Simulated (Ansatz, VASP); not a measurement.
## Two plane-wave programs on Ge

INCAR

```
PREC = Accurate
ENCUT = 500
EDIFF = 1E-6
ISMEAR = -1
SIGMA = 0.05
LREAL = F
LASPH = T
NELM = 120
ALGO = Normal
ISIF = 2
LWAVE = F
LCHARG = T
GGA = PS
LELF = T
LVHAR = T
NBANDS = 21
GGA_COMPAT = F
```

File KPOINTS:

```
Automatic mesh
0
Gamma
  9 9 9
```

File POSCAR:

```
Ge
1.0
   -2.5224066300      2.6758219800      1.4369470000
    2.5224066300     -2.6758219800      1.4369470000
    2.4693893700      2.6259040200     -1.4369470000
Ge
2
Direct
    0.3140570000      0.0640570000      0.2500000000
    0.6859430000      0.9359430000      0.7500000000
```

The input input.yaml:

```yaml
crystal:
  lattice:
    - [-2.52240663, 2.67582198, 1.436947]
    - [2.52240663, -2.67582198, 1.436947]
    - [2.46938937, 2.62590402, -1.436947]
  atoms:
    - { symbol: Ge, position: [0.314057, 0.064057, 0.25] }
    - { symbol: Ge, position: [0.685943, 0.935943, 0.75] }
hamiltonian:
  xc: pbesol
  pseudopotentials: { kind: paw }
kpoints:
  mp_grid: { grid: [9, 9, 9] }
  band_path:
    path:
      - [[0.0, 0.0, -0.5], [0.0, 0.0, 0.0], [-0.5, 0.5, 0.0]]
      - [[-0.5, 0.5, -0.5], [0.0, 0.0, 0.0], [0.5, 0.0, 0.0]]
      - [[0.5, 0.0, -0.5], [0.0, 0.0, 0.0], [0.0, 0.5, 0.0]]
      - [[0.0, 0.5, -0.5], [0.0, 0.0, 0.0]]
    npoints: 14
scf:
  occupations: { method: fermi_dirac, width: 0.05 }
  n_extra_bands: 6
output:
  forces: true
  stress: true
  eigenvalues: true
  fatbands: false
```

Alike in both runs: functional PBEsol; k mesh 9 × 9 × 9; occupations fermi-dirac, width 0.05 eV; no spin polarisation.

|  | VASP | Ansatz |
| --- | --- | --- |
| version | VASP 6.6.1 | Ansatz 0.2.0 |
| potentials or method | VASP PAW PBE potentials, release 64 (Ge_d) | Ansatz PAW |
| plane-wave cutoff (eV) | 500 | 420 |
| valence electrons in the cell | 28 | 28 |
| task | single point | band structure |

Ansatz gave:

- gap on the k mesh at the Fermi level (eV): none
- pressure (GPa): -2.4
- traceless stress, the component that is largest in VASP (GPa): 0.67
- rms of the force components (eV/Å): 0.022

Q: What did VASP give for the same quantities?

A: gap on the k mesh at the Fermi level (eV): none; pressure (GPa): -2.6; traceless stress, the component that is largest in VASP (GPa): 0.67; rms of the force components (eV/Å): 0.023.

VASP's potentials were made for PBE, not for PBEsol. Atom by atom the forces differ by 0.001 eV/Å (rms over components). A gap of «none» marks a metal or a gap that the smearing closes.
